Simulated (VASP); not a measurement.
A run of VASP 6.6.1:

Contents of INCAR:

```
SYSTEM = ZnS
PREC     = Accurate       ! precision mode
ENCUT    = 520            ! plane-wave cutoff, eV
EDIFF    = 1E-6           ! SCF threshold, eV
ISMEAR   = 0              ! smearing method
SIGMA    = 0.05           ! smearing width, eV
LREAL    = .False.        ! projectors in reciprocal space
LASPH    = .True.         ! aspherical terms in the spheres
NELM     = 100            ! most SCF steps
ALGO     = Normal         ! electronic algorithm
ISIF     = 2              ! what is computed and relaxed
LWAVE    = .False.        ! write WAVECAR
LCHARG   = .True.         ! write CHGCAR
GGA      = PE             ! functional
LELF     = .True.         ! ELF
LVHAR    = .True.       
NBANDS   = 46             ! bands
```

The input KPOINTS:

```
regular mesh
0
Gamma
  12 12 2
  0 0 0
```

The input POSCAR:

```
ZnS
1.0
    3.8454929876      0.0000000000      0.0000000000
   -1.9227464938      3.3302946173      0.0000000000
    0.0000000000      0.0000000000     12.6106666232
Zn S
4 4
Direct
    0.3447192098      0.6666666667      0.0026098951
    0.3219474568      0.6666666667      0.5026098951
    0.6659994337      0.3333333333      0.2526098951
    0.6673338996      0.3333333333      0.7526098951
    0.3333333333      0.6666666667      0.1898901049
    0.3333333333      0.6666666667      0.6898901049
    0.6926711348      0.3333333333      0.4398901049
    0.6406621985      0.3333333333      0.9398901049
```

Potentials or basis: VASP PAW PBE potentials, release 64 (Zn, S).

Launch:

```sh
$ cat potpaw_PBE.64/Zn/POTCAR potpaw_PBE.64/S/POTCAR > POTCAR
$ mpirun -np 1 vasp_std > vasp.out
```

Hardware: 1 thread of Intel Xeon 8259CL, on a shared host.

Question: Estimate the wall time of this run.

Answer: Wall time 14 min on 1 thread of Intel Xeon 8259CL, on a shared host, peak memory 0.6 GiB. Counts: scf iterations 15, k points 86.
